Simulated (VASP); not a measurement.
Runs of VASP 6.6.1 on LiH. The structure is that of space group Fm-3m (No. 225), or close to it. The cells are those of the table. 

| task | level | potentials or basis | cell | k mesh | cutoff (eV) | grid for exact exchange (PRECFOCK) | share of exact exchange | screening parameter | gap on the mesh (eV) | pressure (GPa) | relaxed volume (Å³/atom) |
| --- | --- | --- | --- | --- | --- | --- | --- | --- | --- | --- | --- |
| relaxation of cell and atoms | PBEsol | VASP PAW PBE potentials, release 64 (Li_sv, H) | relaxed from a = 2.833 Å, angles 60.0°, 2 atoms | 10 × 10 × 10 | 600 | - | - | - | 2.72 | 0.0 | 7.84 |
| relaxation of cell and atoms | LDA | VASP PAW LDA potentials, release 64 (Li_sv, H) | relaxed from a = 2.833 Å, angles 60.0°, 2 atoms | 10 × 10 × 10 | 600 | - | - | - | 2.53 | 0.0 | 7.42 |
| single point | PBEsol | VASP PAW PBE potentials, release 64 (Li_sv, H) | a = 2.814 Å, angles 60.0°, 2 atoms | 10 × 10 × 10 | 520 | - | - | - | (b) | - | - |
| relaxation of cell and atoms | HSE06 | VASP PAW PBE potentials, release 64 (Li_sv, H) | relaxed from a = 2.833 Å, angles 60.0°, 2 atoms | 6 × 6 × 6 | 600 | Normal | 0.25 | 0.2079 1/Å | 3.96 | -0.1 | 7.88 |
| relaxation of cell and atoms | r2SCAN | VASP PAW PBE potentials, release 64 (Li_sv, H) | relaxed from a = 2.833 Å, angles 60.0°, 2 atoms | 10 × 10 × 10 | 600 | - | - | - | 3.57 | 0.0 | 7.95 |
| single point | r2SCAN | VASP PAW PBE potentials, release 64 (Li_sv, H) | a = 2.833 Å, angles 60.0°, 2 atoms | 10 × 10 × 10 | 520 | - | - | - | 3.58 | - | - |
| single point | HSE06 | VASP PAW PBE potentials, release 64 (Li_sv, H) | a = 2.820 Å, angles 60.0°, 2 atoms | 6 × 6 × 6 | 520 | Normal | 0.25 | 0.2079 1/Å | 3.96 | - | - |
| single point | PBE | VASP PAW PBE potentials, release 64 (Li_sv, H) | a = 2.833 Å, angles 60.0°, 2 atoms | 10 × 10 × 10 | 520 | - | - | - | 2.98 | - | - |
| relaxation of cell and atoms | PBE | VASP PAW PBE potentials, release 64 (Li_sv, H) | relaxed from a = 2.880 Å, angles 60.0°, 2 atoms | 10 × 10 × 10 | 600 | - | - | - | 2.97 | 0.0 | (a) |
| single point | LDA | VASP PAW LDA potentials, release 64 (Li_sv, H) | a = 2.765 Å, angles 60.0°, 2 atoms | 10 × 10 × 10 | 520 | - | - | - | 2.53 | - | - |

Alike in all rows: no spin polarisation; smearing fermi-dirac 0.02 eV.

**Question.** Fill in the values left out.

**Answer.** (a) 7.98; (b) 2.73.

Caveats: some runs use coarse meshes; the cutoff is under 1.25 times the usual one of these potentials, so pressure, stress and relaxed cells hold a basis-set (Pulay) error; the PAW data sets were made with another functional, which shifts forces and pressure a little (at least some runs).

A k mesh can miss the band edges.
